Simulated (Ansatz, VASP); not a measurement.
**ZnS in VASP and in Ansatz**

```xyz
4
Lattice="3.8491 0.0000 0.0000 -1.9246 3.3334 0.0000 0.0000 0.0000 6.2340" Properties=species:S:1:pos:R:3 pbc="T T T"
Zn    0.0000    2.2223    0.0000
Zn    1.9246    1.1111    3.1170
S     0.0000    2.2223    2.4001
S     1.9246    1.1111    5.5171
```

Change from the starting cell: equal xx and yy strain of +1 %, crystal datasets.

Alike in both runs: task electric field gradients; functional PBE; k mesh 8 × 8 × 5; occupations fermi-dirac, width 0.03 eV; no spin polarisation.

```csv
,VASP,Ansatz
version,VASP 6.6.1,Ansatz 0.2.0
potentials or method,"VASP PAW PBE potentials, release 64 (Zn, S), cutoff 520 eV","all-electron PAW with datasets made for the crystal, scalar-relativistic"
```

|  | VASP | Ansatz | Ansatz less VASP |
| --- | --- | --- | --- |
| gap on the k mesh at the Fermi level (eV) | 2.14 | 2.14 | -0.001 |
| pressure (GPa) | 0.9 | 0.8 | -0.15 |
| traceless stress, the component that is largest in VASP (GPa) | -0.37 | -0.36 | +0.013 |
| rms of the force components (eV/Å) | 0.146 | 0.145 | -0.0013 |
| size of Vzz on the site where it differs most (V/Å²) | 14.6 | 13.9 | -0.70 |

Atom by atom the forces differ by 0.001 eV/Å (rms over components). Ansatz ran all-electron here, and VASP with PAW potentials.
